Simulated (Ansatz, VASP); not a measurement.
GdB: VASP beside Ansatz

```
Gd B
1.0
     0.00000    2.71004    2.71004
     5.42008    2.71004    2.71004
     5.42008    5.42008    0.00000
Gd B
2 2
Direct
  0.50000 0.50000 0.00000
  0.50000 0.50000 0.50000
  0.00000 0.00000 0.00000
  0.00000 0.00000 0.50000
```

Alike in both runs: task single point; functional PBE; k mesh 10 × 10 × 5; occupations gaussian, width 0.05 eV; collinear spin; Hubbard terms Gd f U = 6.0 eV.

|  | VASP | Ansatz |
| --- | --- | --- |
| version | VASP 6.6.1 | Ansatz 0.2.0 |
| potentials or method | VASP PAW PBE potentials, release 64 (Gd, B), cutoff 520 eV | scalar-relativistic, plane waves, PAW |
| valence electrons in the cell | 42 | 42 |

|  | VASP | Ansatz | Ansatz less VASP |
| --- | --- | --- | --- |
| gap on the k mesh at the Fermi level (eV) | none | none | - |
| pressure (GPa) | 0.8 | 0.5 | -0.34 |
| net moment per atom (μB) | 0.00 | 0.00 | 0.000 |
| size of the moment on the site where the two differ most (μB) | 7.04 | 7.14 | +0.096 |

Site moments also hang on the region over which each program counts them. The programs project onto different local orbitals, so the same U acts differently, and such runs can settle in different states. A gap of «none» marks a metal or a gap that the smearing closes. Ansatz's warnings: filled band counts differ across k points.

Neither program's run includes spin-orbit coupling.
